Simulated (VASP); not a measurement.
Set up this calculation in VASP 6.6.1, as the native input.

```yaml
Task: relaxation of cell and atoms
Functional: PBE
Potentials_or_basis: VASP PAW PBE potentials, release 64 (Si, Ge_d)
Cutoff: 600 eV
k_mesh: 3 × 3 × 3
Occupations: gaussian, width 0.1 eV
Spin: no spin polarisation
Dipole_correction: no
Further_INCAR_settings: ALGO = Normal; EDIFF = 1e-06; IBRION = 2; EDIFFG = -0.025; NSW = 80; ISIF = 3
```

The structure of Si4Ge3 lies in POSCAR:

```
Si4Ge3
1.0
    5.2422360247      2.9365514255      3.1485594423
   -5.2554375952      2.9698327445      3.1388145069
    0.0222216825     -6.1595522933      3.3805551341
Si Ge
8 6
Direct
    0.8437701199      0.9769402060      0.5553521278
    0.2809713674      0.7038821912      0.4220973363
    0.5369962690      0.8444122111      0.9826261194
    0.4010807476      0.2571768048      0.6902068500
    0.9913556031      0.5384123013      0.8468393353
    0.6931168936      0.4298355167      0.2750996056
    0.8890984650      0.8965511160      0.8803797379
    0.0985488790      0.1218615806      0.1251571457
    0.1309880561      0.0038053669      0.4293017879
    0.7353281551      0.2978207849      0.5737456643
    0.4595905187      0.1441304489      0.0536111604
    0.5876481170      0.7501505311      0.3046790333
    0.0389155423      0.4576285745      0.1444304696
    0.3125912661      0.5773923658      0.7164736264
```

One way to write it, as run:

INCAR

```
SYSTEM = Si4Ge3
PREC = Accurate
ENCUT = 600
EDIFF = 1E-6
ISMEAR = 0
SIGMA = 0.1
LREAL = .False.
LASPH = .True.
NELM = 60
ALGO = Normal
ISIF = 3
LWAVE = .False.
LCHARG = .False.
GGA = PE
IBRION = 2
NSW = 80
EDIFFG = -0.025
```

KPOINTS

```
Automatic mesh
0
Gamma
  3 3 3
  0 0 0
```

Potentials or basis: VASP PAW PBE potentials, release 64 (Si, Ge_d).

Run with:

```sh
$ cat potpaw_PBE.64/Si/POTCAR potpaw_PBE.64/Ge_d/POTCAR > POTCAR
$ mpirun -np 1 vasp_std > vasp.out
```

It gave:

* Relaxed volume: 21.68 Å³/atom
* Relaxed cell: a = 6.830 Å, b = 6.830 Å, c = 6.829 Å, α = 99.61°, β = 99.61°, γ = 99.60°
* Space group after relaxing (to 0.1 Å): R3 (No. 146)
* Energy gained by relaxing: 151.7 meV/atom
* Ionic steps: 18
* Pressure after relaxing: 0.0 GPa
* Largest force after relaxing: 0.016 eV/Å
* Band gap on the k mesh: 0.72 eV (least direct gap 1.56 eV)

Caveat: semilocal functionals underestimate gaps, and a narrow one can read as zero.

It took 110 min on 1 thread of AMD EPYC 9755 128-Core Processor, on a shared host, peak memory 0.53 GiB.
